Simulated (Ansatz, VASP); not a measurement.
Sr3NbZn: VASP beside Ansatz

```
Sr Nb Zn
1.0
     4.94669    0.00000    0.00000
     0.00000    4.94669    0.00000
     0.00000    0.00000    4.94669
Sr Nb Zn
3 1 1
Direct
  0.00000 0.50000 0.50000
  0.50000 0.00000 0.50000
  0.50000 0.50000 0.00000
  0.00000 0.00000 0.00000
  0.50000 0.50000 0.50000
```

Alike in both runs: task relaxation of cell and atoms; functional PBE; k mesh 4 × 4 × 4; occupations gaussian, width 0.1 eV; no spin polarisation.

|  | VASP | Ansatz |
| --- | --- | --- |
| version | VASP 6.6.1 | Ansatz 0.2.0 |
| potentials or method | VASP PAW PBE potentials, release 64 (Sr_sv, Nb_sv, Zn), cutoff 600 eV | scalar-relativistic, plane waves, PAW |
| valence electrons in the cell | 55 | 55 |

Ansatz gave:

* gap on the k mesh at the Fermi level, each at its own relaxed structure (eV): none
* relaxed volume (Å³/atom): 39.60
* relaxed length of the cell vector where the two differ most in proportion (Å): 5.829

**Question.** Which values does VASP return?

**Answer.** gap on the k mesh at the Fermi level, each at its own relaxed structure (eV): none; relaxed volume (Å³/atom): 39.91; relaxed length of the cell vector where the two differ most in proportion (Å): 5.844.

A gap of «none» marks a metal or a gap that the smearing closes.

Noted on VASP's run: the volume moved by over 15 % at a fixed basis, so the end points are rough.
